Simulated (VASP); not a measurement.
# Sb in VASP: single point with RPBE+D3(BJ)

Aim: the single point of Sb with RPBE+D3(BJ).

Program: VASP 6.6.1. These are calculated values, not measurements. Logs are shortened: lines on timing, memory, paths and dates and some standing lists are left out, and cuts for length are marked.

## (1) The cell of the first run

The typed cell holds 1 atom: a = 3.045 Å, b = 3.045 Å, c = 3.045 Å, α = 120.00°, β = 120.00°, γ = 90.01°.

## (2) Single point, RPBE+D3(BJ)

Contents of INCAR:

```
PREC = Accurate
ENCUT = 520
EDIFF = 1E-6
ISMEAR = -1
SIGMA = 0.05
LREAL = F
LASPH = T
NELM = 100
ALGO = Normal
ISIF = 2
LWAVE = F
LCHARG = F
GGA = RP
IVDW = 12
NBANDS = 8
```

Contents of KPOINTS:

```
regular mesh
0
Gamma
  12 12 12
```

Contents of POSCAR:

```
Sb
1.0
   -1.5225660053      1.5225660053      2.1529609847
    1.5225660053     -1.5225660053      2.1529609847
    1.5225660053      1.5225660053     -2.1529609847
Sb
1
Direct
    0.0000000000      0.0000000000      0.0000000000
```

Potentials or basis: VASP PAW PBE potentials, release 64 (Sb).

The run is started by

```
$ cat potpaw_PBE.64/Sb/POTCAR > POTCAR
$ mpirun -np 1 vasp_std > vasp.out
```

OUTCAR:

```text
PREC = Accurate
   ENCUT = 520
   EDIFF = 1E-6
   ISMEAR = -1
   LREAL = F
   LASPH = T
   NELM = 100
   ISIF = 2
   GGA = RP
   IVDW = 12
 IVDW          = 12

 ion  position               nearest neighbor table
   1  0.000  0.000  0.000-

  LATTYP: Found a body centered tetragonal cell.
 ALAT       =     3.0451320106
 C/A-ratio  =     1.4140345819

  Lattice vectors:

 A1 = (  -1.5225660053,   1.5225660053,   2.1529609847)
 A2 = (   1.5225660053,  -1.5225660053,   2.1529609847)
 A3 = (   1.5225660053,   1.5225660053,  -2.1529609847)

Analysis of symmetry for initial positions (statically):
=====================================================================
 Subroutine PRICEL returns:
 Original cell was already a primitive cell.

 Routine SETGRP: Setting up the symmetry group for a
 body centered tetragonal supercell.

 Subroutine GETGRP returns: Found 16 space group operations
 (whereof 16 operations were pure point group operations)
 out of a pool of 16 trial point group operations.

The static configuration has the point symmetry D_4h.

Analysis of symmetry for dynamics (positions and initial velocities):
=====================================================================
 Subroutine PRICEL returns:
 Original cell was already a primitive cell.

 Routine SETGRP: Setting up the symmetry group for a
 body centered tetragonal supercell.

 Subroutine GETGRP returns: Found 16 space group operations
 (whereof 16 operations were pure point group operations)
 out of a pool of 16 trial point group operations.

The dynamic configuration has the point symmetry D_4h.

 Subroutine INISYM returns: Found 16 space group operations
 (whereof 16 operations are pure point group operations),
 and found     1 'primitive' translations

----------------------------------------------------------------------------------------

                                     Primitive cell

  volume of cell :      19.9640

  direct lattice vectors                    reciprocal lattice vectors
    -1.522566005  1.522566005  2.152960985     0.000000000  0.328392988  0.232238300
     1.522566005 -1.522566005  2.152960985     0.328392988  0.000000000  0.232238300
     1.522566005  1.522566005 -2.152960985     0.328392988  0.328392988  0.000000000

  length of vectors
     3.044939323  3.044939323  3.044939323     0.402214598  0.402214598  0.464417818

[... 77 lines left out ...]
   NELM   =    100;   NELMIN=  2; NELMDL= -5     # of ELM steps
   EDIFF  = 0.1E-05   stopping-criterion for ELM
   LREAL  =      F    real-space projection
   EDIFFG = 0.1E-04   stopping-criterion for IOM
   NSW    =      0    number of steps for IOM
   IBRION =     -1    ionic relax: 0-MD 1-quasi-New 2-CG
   NFREE  =      0    steps in history (QN), initial steepest desc. (CG)
   ISIF   =      2    stress and relaxation
   ISYM   =      2    0-nonsym 1-usesym 2-fastsym
   POTIM  = 0.5000    time-step for ionic-motion
   TEBEG  =    0.0;   TEEND  =   0.0 temperature during run
   PSTRESS=    0.0 pullay stress
   NELECT =       5.0000    total number of electrons
   NUPDOWN=      -1.0000    fix difference up-down
   EMIN   =  10.00;   EMAX   =-10.00  energy-range for DOS
   EFERMI =   0.00;   METHOD = LEGACY
   ISMEAR =    -1;   SIGMA  =   0.05  broadening in eV -4-tet -1-fermi 0-gaus
   EFERMI_NEDOS =   21; number of points for ismear=-14 and -15
   IALGO  =     38    algorithm
   IMIX   =      4    mixing-type and parameters
     AMIX     =   0.40;   BMIX     =  1.00
     AMIX_MAG =   1.60;   BMIX_MAG =  1.00
  volume/ion in A,a.u.               =      19.96       134.72
  Fermi-wavevector in a.u.,A,eV,Ry     =   1.031926  1.950058 14.488463  1.064872
  Thomas-Fermi vector in A             =   2.166099
   LORBIT       =      0    0 simple, 1 ext, 2 COOP (PROOUT), +10 PAW based schemes
   GGA     = RP    functional components
   LHFCALC =     F    Hartree Fock is set to
   AEXX    =    0.0000 exact exchange contribution
   IVDW    =    12    specifies the selected vdW correction
   LEPSILON=     F    determine dielectric tensor
   LRPA    =     F    only Hartree local field effects (RPA)
 non-spin polarized calculation
  energy-cutoff  :      520.00
  volume of cell :       19.96
 maximum number of plane-waves:       547
   NGX = 11   NGY = 11   NGZ = 11

 number of electron       5.0000000 magnetization

 Free energy of the ion-electron system (eV)
  ---------------------------------------------------
  ext. energy  EPLUGINS =         0.00000000
  ---------------------------------------------------
  free energy    TOTEN  =        -2.69642470 eV

  energy without entropy =       -2.69424025  energy(sigma->0) =       -2.69533247

 E-fermi :  13.1606     XC(G=0): -11.5739

 val. band max:       13.1565767049   @ k =  -0.3333   0.2500  -0.0000
 cond. band min:      13.3209961039   @ k =  -0.3333  -0.3333   0.2500
 fundamental gap:      0.1644193990
 Fermi energy:        13.1606331409

 k-point     1 :       0.0000    0.0000    0.0000
  band No.  band energies     occupation
      1      -2.5831      2.00000
      2      20.9474      0.00000
      3      20.9478      0.00000
      4      20.9478      0.00000
      5      23.0503      0.00000
      6      24.0752      0.00000
      7      24.0752      0.00000
      8      24.0759      0.00000
[... 243 lines left out ...]
 k-point    24 :      -0.4167    0.1667   -0.0000
  band No.  band energies     occupation
      1       1.4131      2.00000
      2       8.9946      2.00000
      3      15.6012      0.00000
      4      16.2279      0.00000
      5      19.6383      0.00000
      6      25.2553      0.00000
      7      26.3263      0.00000
      8      27.6314      0.00000

 [... further k-points ...]

------------------------ aborting loop because EDIFF is reached ----------------------------------------

 Edisp (eV)   -3.84496

 E8    (eV) :    -2.6120

  FORCE on cell =-STRESS in cart. coord.  units (eV):
  Direction    XX          YY          ZZ          XY          YZ          ZX
  --------------------------------------------------------------------------------------
  -------------------------------------------------------------------------------------
  Total      -0.00697    -0.00697    -0.00328     0.00000     0.00000     0.00000
  in kB      -0.55954    -0.55954    -0.26301     0.00000     0.00000     0.00000
  external pressure =       -0.46 kB  Pullay stress =        0.00 kB

 VOLUME and BASIS-vectors are now :
 -----------------------------------------------------------------------------
  energy-cutoff  :      520.00
  volume of cell :       19.96
      direct lattice vectors                 reciprocal lattice vectors
    -1.522566005  1.522566005  2.152960985     0.000000000  0.328392988  0.232238300
     1.522566005 -1.522566005  2.152960985     0.328392988  0.000000000  0.232238300
     1.522566005  1.522566005 -2.152960985     0.328392988  0.328392988  0.000000000

 POSITION                                       TOTAL-FORCE (eV/Angst)
 -----------------------------------------------------------------------------------
      0.00000      0.00000      0.00000         0.000000      0.000000      0.000000
 -----------------------------------------------------------------------------------
    total drift:                                0.000000     -0.000000     -0.000000

  FREE ENERGIE OF THE ION-ELECTRON SYSTEM (eV)
  ---------------------------------------------------
  free  energy   TOTEN  =        -6.5413850748 eV

  energy  without entropy=       -6.5392006240  energy(sigma->0) =       -6.54029285
```

OSZICAR:

```text
N       E                     dE             d eps       ncg     rms          rms(c)
DAV:   1     0.654569774109E+01    0.65457E+01   -0.17835E+03  2672   0.419E+02
DAV:   2    -0.262125865521E+01   -0.91670E+01   -0.87450E+01  3536   0.560E+01
DAV:   3    -0.270668604746E+01   -0.85427E-01   -0.85363E-01  3320   0.619E+00
DAV:   4    -0.270685778386E+01   -0.17174E-03   -0.17174E-03  4120   0.325E-01
DAV:   5    -0.270685806803E+01   -0.28416E-06   -0.28484E-06  3352   0.851E-03    0.314E+00
DAV:   6    -0.270039258211E+01    0.64655E-02   -0.41315E-04  3872   0.147E-01    0.188E+00
DAV:   7    -0.269643503852E+01    0.39575E-02   -0.11439E-03  3144   0.232E-01    0.381E-02
DAV:   8    -0.269642496907E+01    0.10069E-04   -0.30319E-05  4104   0.409E-02    0.515E-03
DAV:   9    -0.269642469783E+01    0.27124E-06   -0.87943E-07  3376   0.596E-03
   1 F= -.65413851E+01 E0= -.65402928E+01  d E =-.218445E-02
```

Run time: 18 s. Hardware: 1 thread of AMD EPYC 9R45 (Zen 5), shared host; peak memory 0.13 GiB.

What came out:

```
Free energy                : -6.5414 eV
Pressure                   : 0.0 GPa
Dispersion energy per atom : -3.845 eV
```

Caveat: the PAW data sets were made with another functional, which shifts forces and pressure a little; spin-orbit coupling is left out, which moves the levels of the heavy elements; pairwise dispersion overbinds metals, which lowers pressure and volume.
